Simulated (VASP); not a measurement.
Runs of VASP 6.6.1 on AlN. The structure is that of space group Cmcm (No. 63), or close to it. The cells are those of the table. 

| cell | gap on the mesh (eV) | pressure (GPa) | largest force (eV/Å) |
| --- | --- | --- | --- |
| a = 2.830, b = 2.830, c = 4.003 Å, 4 atoms | 4.82 | 15.2 | 1.42 |
| a = 2.950, b = 2.950, c = 4.172 Å, 4 atoms | 3.66 | (a) | 0.98 |
| a = 2.806, b = 2.806, c = 3.969 Å, 4 atoms | (d) | 22.4 | 0.90 |
| a = 2.902, b = 2.902, c = 4.104 Å, 4 atoms | (c) | (b) | 0.90 |
| a = 2.854, b = 2.854, c = 4.037 Å, 4 atoms | 4.62 | 6.8 | 0.78 |

Alike in all rows: task single point; level PBE; potentials or basis VASP PAW PBE potentials, release 64 (Al, N); no spin polarisation; k mesh 8 × 8 × 6; cutoff (eV) 520; smearing gaussian 0.05 eV.

Problem. Fill in the values left out.

Solution. (a) -15.2; (b) -5.4; (c) 4.13; (d) 5.13.

Caveats: forces of over 1 eV/Å act on the atoms, so gaps and moduli don't describe the material at rest (some runs).

A k mesh can miss the band edges.
